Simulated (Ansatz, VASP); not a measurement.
SiSn4: VASP beside Ansatz

```xyz
5
Lattice="0.0000 4.3414 4.3414 4.3414 0.0000 4.3414 4.3414 4.3414 0.0000" Properties=species:S:1:pos:R:3 pbc="T T T"
Si    6.5121    6.5121    6.5121
Sn    3.2564    1.0850    3.2564
Sn    1.0850    1.0850    1.0850
Sn    1.0850    3.2564    3.2564
Sn    3.2564    3.2564    1.0850
```

Alike in both runs: task relaxation of cell and atoms; functional PBE; k mesh 8 × 8 × 8; occupations gaussian, width 0.1 eV; no spin polarisation.

```csv
,VASP,Ansatz
version,VASP 6.6.1,Ansatz 0.2.0
potentials or method,"VASP PAW PBE potentials, release 64 (Si, Sn_d), cutoff 600 eV","scalar-relativistic, plane waves, PAW"
valence electrons in the cell,60,60
```

```tsv
	VASP	Ansatz	Ansatz less VASP
gap on the k mesh at the Fermi level, each at its own relaxed structure (eV)	none	none	-
relaxed volume (Å³/atom)	32.73	32.73	0.000
relaxed cell length with the largest relative difference (Å)	6.140	6.140	0.0000
```

A gap of «none» marks a metal or a gap that the smearing closes.

Noted on VASP's run: the relaxation stopped at its first step, so nothing moved.
